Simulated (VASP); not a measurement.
Crystal: SnS3.

```
CELL_PARAMETERS angstrom
3.69377 0.00000 0.00000
0.00000 3.69377 0.00000
0.00000 0.00000 7.13321
ATOMIC_POSITIONS crystal
Sn 0.00000 0.00000 0.00000
S 0.50000 0.50000 0.23654
S 0.50000 0.50000 0.76346
S 0.00000 0.00000 0.50000
```

The cell was generated, and may not be a known phase.

- Program: VASP 6.6.1
- Task: relaxation of cell and atoms
- Functional: PBE
- Potentials or basis: VASP PAW PBE potentials, release 64 (Sn_d, S)
- Cutoff: 600 eV
- k mesh: 6 × 6 × 4
- Occupations: gaussian, width 0.1 eV
- Spin: no spin polarisation

At the start: pressure -9.2 GPa; volume 24.33 Å³/atom.

**Question.** How do energy, volume and symmetry change on relaxing?

**Answer.** Over 11 steps the energy falls by 212.1 meV/atom and the volume is 18.73 Å³/atom (-23.0 %); space group P4/mmm (No. 123, to 0.1 Å) before and after.

Step by step:
| step | energy change (eV) | largest force (eV/Å) | pressure (GPa) | volume (Å³) |
| --- | --- | --- | --- | --- |
| 1 | 0.0000 | 0.1959 | -9.23 | 97.33 |
| 2 | -0.7751 | 0.2478 | -2.35 | 78.88 |
| 3 | -0.7972 | 0.3667 | -0.14 | 76.17 |
| 4 | -0.7971 | 0.3849 | 0.24 | 75.78 |
| 5 | -0.8165 | 0.3187 | 0.29 | 75.43 |
| 6 | -0.8257 | 0.2457 | 0.45 | 75.02 |
| 7 | -0.8367 | 0.1757 | -0.30 | 75.63 |
| 8 | -0.8405 | 0.0764 | -1.16 | 76.37 |
| 9 | -0.8456 | 0.0244 | -0.79 | 75.77 |
| 10 | -0.8469 | 0.0225 | -0.44 | 75.28 |
| 11 | -0.8484 | 0.0015 | -0.09 | 74.91 |

Final structure:
```yaml
crystal:
  lattice:
    - [3.35188, 0.00000, 0.00000]
    - [0.00000, 3.35188, 0.00000]
    - [0.00000, 0.00000, 6.66754]
  atoms:
    - { symbol: Sn, position: [0.00000, 0.00000, 0.00000] }
    - { symbol: S, position: [0.50000, 0.50000, 0.25236] }
    - { symbol: S, position: [0.50000, 0.50000, 0.74764] }
    - { symbol: S, position: [0.00000, 0.00000, 0.50000] }
```

Caveat: the volume moved by over 15 % at a fixed basis, so the end points are rough.
